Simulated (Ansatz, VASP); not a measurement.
## Two plane-wave programs on Cs

INCAR

```
PREC = Accurate
ENCUT = 520
EDIFF = 1E-6
ISMEAR = 0
SIGMA = 0.1
LREAL = False
LASPH = True
NELM = 80
ALGO = Normal
ISIF = 2
LWAVE = False
LCHARG = True
GGA = PE
LELF = True
LVHAR = True
NBANDS = 10
```

Contents of KPOINTS:

```
regular mesh
0
Gamma
  4 4 4
```

The input POSCAR:

```
Cs
1.0
   -3.1284650600      3.1284650600      3.1284650600
    3.1284650600     -3.1284650600      3.1284650600
    3.1284650600      3.1284650600     -3.1284650600
Cs
1
Direct
    0.0000000000      0.0000000000      0.0000000000
```

Input for Ansatz:

```yaml
crystal:
  lattice:
    - [-3.12846506, 3.12846506, 3.12846506]
    - [3.12846506, -3.12846506, 3.12846506]
    - [3.12846506, 3.12846506, -3.12846506]
  atoms:
    - { symbol: Cs, position: [0.0, 0.0, 0.0] }
basis:
  ecutwfc: 420
kpoints:
  mp_grid: { grid: [4, 4, 4] }
hamiltonian:
  xc: pbe
scf:
  occupations: { method: gaussian, width: 0.1 }
output:
  forces: true
  stress: true
  eigenvalues: true
```

Alike in both runs: task single point; functional PBE; k mesh 4 × 4 × 4; occupations gaussian, width 0.1 eV; no spin polarisation.

```csv
,VASP,Ansatz
version,VASP 6.6.1,Ansatz 0.2.0
potentials or method,"VASP PAW PBE potentials, release 64 (Cs_sv), cutoff 520 eV","scalar-relativistic, plane waves, PAW"
valence electrons in the cell,9,9
```

|  | VASP | Ansatz | Ansatz less VASP |
| --- | --- | --- | --- |
| gap on the k mesh at the Fermi level (eV) | none | none | - |
| pressure (GPa) | 0.0 | 0.0 | +0.01 |

A gap of «none» marks a metal or a gap that the smearing closes. The functional is the same, so the differences come from potentials, cutoffs and numerics.

Neither program's run includes spin-orbit coupling.
